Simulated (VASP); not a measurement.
# InPd (Pm-3m) in VASP: notebook, part 2 of 2

VASP 6.6.1. Earlier steps stand in the parts before.

**4. Relaxation of cell and atoms, PBE+D3(BJ)**

This run uses another cell than the first one, of 17.51 Å³/atom, 0.943 times its volume.

Input file INCAR:

```
SYSTEM = InPd
PREC = Accurate ; ENCUT = 600
EDIFF = 1E-6 ; ISMEAR = -1
SIGMA = 0.05 ; LREAL = .FALSE.
LASPH = .TRUE. ; NELM = 100
ALGO = Normal ; ISIF = 3
LWAVE = .FALSE. ; LCHARG = .FALSE.
GGA = PE ; IVDW = 12
IBRION = 2 ; NSW = 60
EDIFFG = -0.01
```

Input file KPOINTS:

```
Automatic mesh
0
G
  8 8 8
  0 0 0
```

Input file POSCAR:

```
InPd
1.0
    3.2718847800      0.0000000000      0.0000000000
    0.0000000000      3.2718847800      0.0000000000
    0.0000000000      0.0000000000      3.2718847800
In Pd
1 1
Direct
    0.0000000000      0.0000000000      0.0000000000
    0.5000000000      0.5000000000      0.5000000000
```

Potentials or basis: VASP PAW PBE potentials, release 64 (In_d, Pd).

Command:

```
> cat potpaw_PBE.64/In_d/POTCAR potpaw_PBE.64/Pd/POTCAR > POTCAR
> mpirun -np 1 vasp_std > vasp.out
```

OUTCAR:

```text
SYSTEM = InPd
   PREC = Accurate
   ENCUT = 600
   EDIFF = 1E-6
   ISMEAR = -1
   LREAL = .FALSE.
   LASPH = .TRUE.
   NELM = 100
   ISIF = 3
   GGA = PE
   IVDW = 12
   IBRION = 2
   NSW = 60
   EDIFFG = -0.01
 IVDW          = 12

 ion  position               nearest neighbor table
   1  0.000  0.000  0.000-   2 2.83   2 2.83   2 2.83   2 2.83   2 2.83   2 2.83   2 2.83   2 2.83

   2  0.500  0.500  0.500-   1 2.83   1 2.83   1 2.83   1 2.83   1 2.83   1 2.83   1 2.83   1 2.83

  LATTYP: Found a simple cubic cell.
 ALAT       =     3.2718847800

  Lattice vectors:

 A1 = (   3.2718847800,   0.0000000000,   0.0000000000)
 A2 = (   0.0000000000,   3.2718847800,   0.0000000000)
 A3 = (   0.0000000000,   0.0000000000,   3.2718847800)

Analysis of symmetry for initial positions (statically):
=====================================================================
 Subroutine PRICEL returns:
 Original cell was already a primitive cell.

 Routine SETGRP: Setting up the symmetry group for a
 simple cubic supercell.

 Subroutine GETGRP returns: Found 48 space group operations
 (whereof 48 operations were pure point group operations)
 out of a pool of 48 trial point group operations.

The static configuration has the point symmetry O_h .

[... 155 lines left out ...]
 Free energy of the ion-electron system (eV)
  ---------------------------------------------------
  ext. energy  EPLUGINS =         0.00000000
  ---------------------------------------------------
  free energy    TOTEN  =        -8.73822598 eV

  energy without entropy =       -8.72806551  energy(sigma->0) =       -8.73314574

------------------------ aborting loop because EDIFF is reached ----------------------------------------

 Edisp (eV)   -1.07060

 E8    (eV) :    -0.5034
[... 71 lines left out ...]
--------------------------------------- Ionic step        3  -------------------------------------------

 number of electron      23.0000009 magnetization

 Free energy of the ion-electron system (eV)
  ---------------------------------------------------
  ext. energy  EPLUGINS =         0.00000000
  ---------------------------------------------------
  free energy    TOTEN  =        -8.72753679 eV

  energy without entropy =       -8.71742117  energy(sigma->0) =       -8.72247898

 E-fermi :  10.5800     XC(G=0): -12.2943

 val. band max:       10.5536125563   @ k =   0.3750   0.3750   0.1250
 cond. band min:      10.6346256451   @ k =   0.5000   0.5000   0.5000
 fundamental gap:      0.0810130888
 Fermi energy:        10.5800084340

 k-point     1 :       0.0000    0.0000    0.0000
  band No.  band energies     occupation
      1      -4.3369      2.00000
      2      -4.3369      2.00000
      3      -3.9154      2.00000
      4      -3.9154      2.00000
      5      -3.9154      2.00000
      6       0.5099      2.00000
      7       6.7985      2.00000
      8       6.7985      2.00000
      9       8.3696      2.00000
     10       8.3696      2.00000
     11       8.3696      2.00000
     12      14.9044      0.00000
     13      14.9044      0.00000
     14      14.9044      0.00000
[... 401 lines left out ...]
      2      -4.0892      2.00000
      3      -4.0766      2.00000
      4      -4.0557      2.00000
      5      -3.7536      2.00000
      6       4.4880      2.00000
      7       6.6490      2.00000
      8       7.0593      2.00000
      9       7.4876      2.00000
     10       8.3784      2.00000
     11       9.0821      2.00000
     12       9.6263      2.00000
     13      12.9353      0.00000
     14      14.2212      0.00000
     15      18.5303      0.00000

 [... further k-points ...]

------------------------ aborting loop because EDIFF is reached ----------------------------------------

 Edisp (eV)   -1.08305

 E8    (eV) :    -0.5094
[... 25 lines left out ...]
  FREE ENERGIE OF THE ION-ELECTRON SYSTEM (eV)
  ---------------------------------------------------
  free  energy   TOTEN  =        -9.8105884943 eV

  energy  without entropy=       -9.8004728778  energy(sigma->0) =       -9.80553069

 reached required accuracy - stopping structural energy minimisation
```

It took 20 s on 1 thread of Intel Xeon 6975P-C (Granite Rapids), shared host; peak memory 0.18 GiB.

What came out:

| Property | Result |
| --- | --- |
| Free energy | -9.8106 eV |
| Relaxed volume | 17.32 Å³/atom |
| Relaxed cell | a = 3.260 Å, b = 3.260 Å, c = 3.260 Å, α = 90.00°, β = 90.00°, γ = 90.00° |
| Space group after relaxing (to 0.05 Å) | Pm-3m (No. 221) |
| Energy gained by relaxing | 0.9 meV/atom |
| Ionic steps | 3 |
| Pressure after relaxing | 0.0 GPa |
| Dispersion energy per atom | -0.542 eV |

Step by step:
| step | energy change (eV) | largest force (eV/Å) | pressure (GPa) | volume (Å³) |
| --- | --- | --- | --- | --- |
| 1 | 0.0000 | 0.0000 | -1.44 | 35.03 |
| 2 | 0.0002 | 0.0000 | 1.54 | 34.24 |
| 3 | -0.0018 | 0.0000 | 0.00 | 34.64 |

Final structure:
```
In Pd
1.0
     3.25987    0.00000    0.00000
     0.00000    3.25987    0.00000
     0.00000    0.00000    3.25987
In Pd
1 1
Direct
  0.00000 0.00000 0.00000
  0.50000 0.50000 0.50000
```

Levels at points of the mesh, in eV from the Fermi level:
```csv
k point,band 8,band 9,band 10,band 11,band 12,band 13,band 14,band 15
"(0.00, 0.00, 0.00)",-3.78,-2.21,-2.21,-2.21,4.32,4.32,4.32,9.67
"(0.50, 0.00, 0.00)",-3.77,-3.22,-3.22,-2.29,-1.04,9.74,9.74,10.01
"(0.50, 0.50, 0.00)",-2.63,-2.63,-2.28,-2.28,-1.63,1.59,2.60,9.64
"(0.50, 0.50, 0.50)",-4.85,-1.59,-1.59,0.05,3.89,3.89,3.89,4.52
```

Caveat: spin-orbit coupling is left out, which moves the levels of the heavy elements; pairwise dispersion overbinds metals, which lowers pressure and volume.

**5. Relaxation of cell and atoms, PBE+D4**

This run uses another cell than the first one, of 17.51 Å³/atom, 0.943 times its volume.

Input file INCAR:

```
PREC     = Accurate       # precision mode
ENCUT    = 600            # plane-wave cutoff, eV
EDIFF    = 1E-6           # SCF threshold, eV
ISMEAR   = -1             # smearing method
SIGMA    = 0.05           # smearing width, eV
LREAL    = F              # projectors in reciprocal space
LASPH    = T              # aspherical terms in the spheres
NELM     = 100            # most SCF steps
ALGO     = Fast           # electronic algorithm
ISIF     = 3              # what is computed and relaxed
LWAVE    = F              # write WAVECAR
LCHARG   = F              # write CHGCAR
GGA      = PE             # functional
IVDW     = 13             # dispersion correction
IBRION   = 2              # ionic algorithm
NSW      = 60             # ionic steps
EDIFFG   = -0.01          # ionic threshold
```

Input file KPOINTS:

```
regular mesh
0
Gamma
  8 8 8
```

POSCAR is that of step 4.

Command:

```
> cat potpaw_PBE.64/In_d/POTCAR potpaw_PBE.64/Pd/POTCAR > POTCAR
> mpirun -np 1 vasp_std > vasp.out
```

It took 25 s on 1 thread of Intel Xeon 6975P-C (Granite Rapids), shared host; peak memory 0.17 GiB.

The run converged. Its results:

```
Free energy                            : -9.6862 eV
Relaxed volume                         : 17.44 Å³/atom
Relaxed cell                           : a = 3.267 Å, b = 3.267 Å, c = 3.267 Å, α = 90.00°, β = 90.00°, γ = 90.00°
Space group after relaxing (to 0.05 Å) : Pm-3m (No. 221)
Energy gained by relaxing              : 0.1 meV/atom
Ionic steps                            : 3
Pressure after relaxing                : 0.0 GPa
Dispersion energy per atom             : -0.476 eV
```

The path:
```csv
step,energy change (eV),largest force (eV/Å),pressure (GPa),volume (Å³)
1,0.0000,0.0000,-0.37,35.03
2,-0.0002,0.0000,0.33,34.82
3,-0.0002,0.0000,-0.03,34.88
```

Final structure:
```yaml
crystal:
  lattice:
    - [3.26740, 0.00000, 0.00000]
    - [0.00000, 3.26740, 0.00000]
    - [0.00000, 0.00000, 3.26740]
  atoms:
    - { symbol: In, position: [0.00000, 0.00000, 0.00000] }
    - { symbol: Pd, position: [0.50000, 0.50000, 0.50000] }
```

Levels at points of the mesh, in eV from the Fermi level:
```tsv
k point	band 9	band 10	band 11	band 12	band 13	band 14	band 15
(0.00, 0.00, 0.00)	-2.19	-2.19	-2.19	4.31	4.31	4.31	9.57
(0.50, 0.00, 0.00)	-3.19	-3.19	-2.27	-1.03	9.68	9.68	9.98
(0.50, 0.50, 0.00)	-2.61	-2.25	-2.25	-1.62	1.56	2.57	9.59
(0.50, 0.50, 0.50)	-1.57	-1.57	0.02	3.88	3.88	3.88	4.50
```

Caveat: spin-orbit coupling is left out, which moves the levels of the heavy elements; pairwise dispersion overbinds metals, which lowers pressure and volume.

**6. Relaxation of cell and atoms, r2SCAN**

This run uses another cell than the first one, of 17.51 Å³/atom, 0.943 times its volume.

POSCAR is that of step 5.

Input file INCAR.step1:

```
SYSTEM = InPd
PREC = Accurate ; ENCUT = 600
ISMEAR = -1 ; SIGMA = 0.05
LREAL = .False. ; LASPH = .True.
NELM = 60 ; GGA = PE
ALGO = Normal ; EDIFF = 1E-4
LWAVE = .True. ; LCHARG = .False.
```

Input file INCAR.step2:

```
SYSTEM = InPd
PREC = Accurate ; ENCUT = 600
EDIFF = 1E-6 ; ISMEAR = -1
SIGMA = 0.05 ; LREAL = .False.
LASPH = .True. ; NELM = 60
ALGO = Normal ; ISIF = 3
LWAVE = .False. ; LCHARG = .False.
METAGGA = R2SCAN ; LMIXTAU = .True.
IBRION = 2 ; NSW = 60
EDIFFG = -0.01 ; ISTART = 1
```

Input file KPOINTS:

```
Automatic mesh
0
Gamma
  8 8 8
  0 0 0
```

Potentials or basis: VASP PAW PBE potentials, release 64 (In_d, Pd).

Command:

```
> cat potpaw_PBE.64/In_d/POTCAR potpaw_PBE.64/Pd/POTCAR > POTCAR
> cp INCAR.step1 INCAR
> mpirun -np 1 vasp_std > vasp.out
> cp INCAR.step2 INCAR
> mpirun -np 1 vasp_std > vasp.out
```

Run time: 44 s. Hardware: 1 thread of Intel Xeon 6975P-C (Granite Rapids), shared host; peak memory 0.18 GiB.

It converged, with:

```yaml
Free_energy: -46.6477 eV
Pressure_after_relaxing: 0.0 GPa
```

Final structure:
```cif
data_structure
_symmetry_space_group_name_H-M 'P 1'
_symmetry_Int_Tables_number 1
_cell_length_a 3.2719
_cell_length_b 3.2719
_cell_length_c 3.2719
_cell_angle_alpha 90.000
_cell_angle_beta 90.000
_cell_angle_gamma 90.000
_cell_volume 35.03
loop_
_atom_site_label
_atom_site_type_symbol
_atom_site_fract_x
_atom_site_fract_y
_atom_site_fract_z
_atom_site_occupancy
In1 In 0.00000 0.00000 0.00000 1
Pd1 Pd 0.50000 0.50000 0.50000 1
```

Levels at points of the mesh, in eV from the Fermi level:
| k point | band 9 | band 10 | band 11 | band 12 | band 13 | band 14 | band 15 |
| --- | --- | --- | --- | --- | --- | --- | --- |
| (0.00, 0.00, 0.00) | -2.29 | -2.29 | -2.29 | 4.60 | 4.60 | 4.60 | 10.21 |
| (0.50, 0.00, 0.00) | -3.31 | -3.31 | -2.37 | -1.09 | 10.19 | 10.19 | 10.29 |
| (0.50, 0.50, 0.00) | -2.73 | -2.34 | -2.34 | -1.72 | 1.72 | 2.71 | 10.20 |
| (0.50, 0.50, 0.50) | -1.67 | -1.67 | 0.33 | 4.05 | 4.05 | 4.05 | 4.67 |

Caveat: the relaxation stopped at its first step, so nothing moved; the PAW data sets were made with another functional, which shifts forces and pressure a little; spin-orbit coupling is left out, which moves the levels of the heavy elements.

**7. Summary**

```tsv
task	level	potentials or basis	cell	cutoff (eV)	gap on the mesh (eV)	pressure (GPa)	relaxed volume (Å³/atom)
single point	LDA	VASP PAW LDA potentials, release 64 (In_d, Pd)	a = 3.336 Å, 2 atoms	520	none	-12.1	-
relaxation of cell and atoms	PBE	VASP PAW PBE potentials, release 64 (In_d, Pd)	relaxed from a = 3.272 Å, 2 atoms	600	none	0.0	18.04
relaxation of cell and atoms	PBE+D3(BJ)	VASP PAW PBE potentials, release 64 (In_d, Pd)	relaxed from a = 3.272 Å, 2 atoms	600	none	0.0	17.32
relaxation of cell and atoms	PBE+D4	VASP PAW PBE potentials, release 64 (In_d, Pd)	relaxed from a = 3.272 Å, 2 atoms	600	none	0.0	17.44
relaxation of cell and atoms	r2SCAN	VASP PAW PBE potentials, release 64 (In_d, Pd)	relaxed from a = 3.272 Å, 2 atoms	600	none	0.0	-
```

Alike in all rows: no spin polarisation; k mesh 8 × 8 × 8; smearing fermi-dirac 0.05 eV.

Caveats: spin-orbit coupling is left out, which moves the levels of the heavy elements; pairwise dispersion overbinds metals, which lowers pressure and volume (some runs); the relaxation stopped at its first step, so nothing moved (some runs); the PAW data sets were made with another functional, which shifts forces and pressure a little (some runs).

Total energies depend on the potentials used, so only differences within one code and one set of settings carry meaning.
